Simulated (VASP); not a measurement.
VN2:

```xyz
6
Lattice="-2.1507 2.1507 2.4914 2.1507 -2.1507 2.4914 2.1507 2.1507 -2.4914" Properties=species:S:1:pos:R:3 pbc="T T T"
V     0.0000    0.0000    1.2457
V     0.0000    0.0000    3.7370
N     2.6459    0.4951    0.0000
N     1.6556    0.4951    2.4914
N    -0.4951    1.6556    2.4914
N     0.4951    1.6556    0.0000
```

Base run:

- Program: VASP 6.6.1
- Functional: PBE
- Potentials or basis: VASP PAW PBE potentials, release 64 (V_sv, N)
- Cutoff: 520 eV
- k mesh: 8 × 8 × 8
- Occupations: gaussian, width 0.1 eV
- Spin: no spin polarisation

Its results: band gap on the k mesh zero (band 23 reaches 11.62 eV, above the bottom of band 24 at 11.29 eV); pressure -0.3 GPa; largest force 0.387 eV/Å.

Q: The run is repeated on the same cell with these changes: k mesh from 8 × 8 × 8 to 2 × 2 × 2. What comes out?

A: Band gap on the k mesh zero (band 23 reaches 11.54 eV, above the bottom of band 24 at 11.42 eV); pressure 3.1 GPa; largest force 0.003 eV/Å.

Caveats: some runs use coarse meshes; the run has no spin polarisation, though such a crystal can be magnetic.
